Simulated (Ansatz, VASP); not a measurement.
## Two plane-wave programs on TaAs

```xyz
2
Lattice="3.3259 0.0000 0.0000 0.0000 3.3259 0.0000 0.0000 0.0000 25.7403" Properties=species:S:1:pos:R:3 pbc="T T T"
Ta    0.0000    0.0000    6.9957
As    1.6629    1.6629    8.0043
```

Alike in both runs: functional PBE; k mesh 16 × 16 × 1; occupations gaussian, width 0.1 eV; no spin polarisation.

Ansatz relaxed the structure, and its values are those at the end. VASP's run is a single point on that final structure, the one shown.

|  | VASP | Ansatz |
| --- | --- | --- |
| version | VASP 6.6.1 | Ansatz 0.2.0 |
| potentials or method | VASP PAW PBE potentials, release 64 (Ta_pv, As), cutoff 520 eV | scalar-relativistic, plane waves, PAW |
| valence electrons in the cell | 16 | 28 |

|  | VASP | Ansatz | Ansatz less VASP |
| --- | --- | --- | --- |
| gap on the k mesh at the Fermi level (eV) | none | none | - |
| rms of the force components (eV/Å) | 0.017 | 0.002 | -0.0153 |

A gap of «none» marks a metal or a gap that the smearing closes. VASP's potentials hold 16 valence electrons a cell and Ansatz's 28, so a difference there can come from the potentials and not from the codes.

Spin-orbit coupling is off throughout.
